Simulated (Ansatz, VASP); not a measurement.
## Os: VASP beside Ansatz

INCAR

```
ALGO = Normal
EDIFF = 1E-6
EDIFFG = -0.005
ENCUT = 600
GGA = PE
IBRION = 2
ISIF = 3
ISMEAR = -1
LASPH = True
LCHARG = False
LREAL = False
LWAVE = False
NELM = 80
NSW = 60
PREC = Accurate
SIGMA = 0.05
```

The input KPOINTS:

```
k-points
0
Gamma
  16 16 15
```

File POSCAR:

```
Os
1.0
    2.6326186943      0.0000000000      0.0000000000
   -1.3163093472      2.2799146678      0.0000000000
    0.0000000000      0.0000000000      2.4746615727
Os
1
Direct
    0.0000000000      0.0000000000      0.0000000000
```

Input for Ansatz:

```yaml
crystal:
  lattice:
    - [2.6326186943, 0.0, 0.0]
    - [-1.3163093472, 2.2799146678, 0.0]
    - [0.0, 0.0, 2.4746615727]
  atoms:
    - { symbol: Os, position: [0.0, 0.0, 0.0] }
kpoints:
  mp_grid: { grid: [16, 16, 15] }
scf:
  occupations: { method: fermi_dirac, width: 0.05 }
hamiltonian:
  xc: pbe
  pseudopotentials: { kind: paw }
output:
  forces: true
  stress: true
  write_density: true
  write_potential: true
  elf: true
  volumetric_format: npy
relax:
  f_tol: 0.005
  max_steps: 40
  cell: {}
```

Alike in both runs: task relaxation of cell and atoms; functional PBE; k mesh 16 × 16 × 15; occupations fermi-dirac, width 0.05 eV; no spin polarisation.

|  | VASP | Ansatz |
| --- | --- | --- |
| version | VASP 6.6.1 | Ansatz 0.2.0 |
| potentials or method | VASP PAW PBE potentials, release 64 (Os) | PAW with Ansatz's default frozen-core files, scalar-relativistic |
| plane-wave cutoff (eV) | 600 | 420 |
| valence electrons in the cell | 8 | 16 |

|  | VASP | Ansatz | Ansatz less VASP |
| --- | --- | --- | --- |
| relaxed volume (Å³/atom) | 15.78 | 15.79 | +0.009 |
| relaxed length of the cell vector where the two differ most in proportion (Å) | 2.558 | 2.559 | +0.0013 |

VASP's potentials hold 8 valence electrons a cell and Ansatz's 16, so a difference there can come from the potentials and not from the codes.

Neither program's run includes spin-orbit coupling.
